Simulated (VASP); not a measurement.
The system is SnSe2.

```xyz
3
Lattice="3.8110 0.0000 0.0000 -1.9055 3.3004 0.0000 0.0000 0.0000 6.1360" Properties=species:S:1:pos:R:3 pbc="T T T"
Sn    0.0000    0.0000    0.0000
Se    1.9055    1.1001    4.6081
Se    0.0000    2.2003    1.5279
```

```yaml
Program: VASP 6.6.1
Task: relaxation of cell and atoms
Functional: revPBE
Dispersion: D4
Potentials_or_basis: VASP PAW PBE potentials, release 64 (Sn_d, Se)
Cutoff: 600 eV
k_mesh: 8 × 8 × 5
Occupations: fermi-dirac, width 0.05 eV
Spin: no spin polarisation
```

At the start: pressure 2.6 GPa; volume 25.73 Å³/atom.

Problem. Where does the relaxation end?

Solution. Over 17 steps the energy falls by 25.9 meV/atom and the volume is 24.97 Å³/atom (-2.9 %); space group P-3m1 (No. 164, to 0.1 Å) before and after.

The path:
```
step  energy change (eV)  largest force (eV/Å)  pressure (GPa)  volume (Å³)
   1              0.0000                0.8482            2.62        77.18
   2             -0.0218                0.1761           -2.72        81.97
   3             -0.0433                0.2207           -0.72        79.92
   4             -0.0518                0.1597           -0.46        79.05
   5             -0.0562                0.0799           -0.12        77.95
   6             -0.0616                0.1046            0.05        77.34
   7             -0.0716                0.1768            0.67        75.51
   8             -0.0533                0.3038            2.55        71.83
   9             -0.0714                0.2304            1.06        74.79
  10             -0.0735                0.1922            0.86        74.78
  11             -0.0771                0.0821            0.30        74.77
  12             -0.0775                0.0376            0.08        74.76
  13             -0.0775                0.0339            0.06        74.76
  14             -0.0776                0.0280            0.05        74.78
  15             -0.0778                0.0098           -0.01        74.87
  16             -0.0776                0.0266           -0.11        75.03
  17             -0.0778                0.0003           -0.03        74.91
```

Final structure:
```yaml
crystal:
  lattice:
    - [3.82894, 0.00000, 0.00000]
    - [-1.91447, 3.31596, 0.00000]
    - [0.00000, 0.00000, 5.89987]
  atoms:
    - { symbol: Sn, position: [0.00000, 0.00000, 0.00000] }
    - { symbol: Se, position: [0.66667, 0.33333, 0.72969] }
    - { symbol: Se, position: [0.33333, 0.66667, 0.27031] }
```

Caveat: the PAW data sets were made with another functional, which shifts forces and pressure a little.
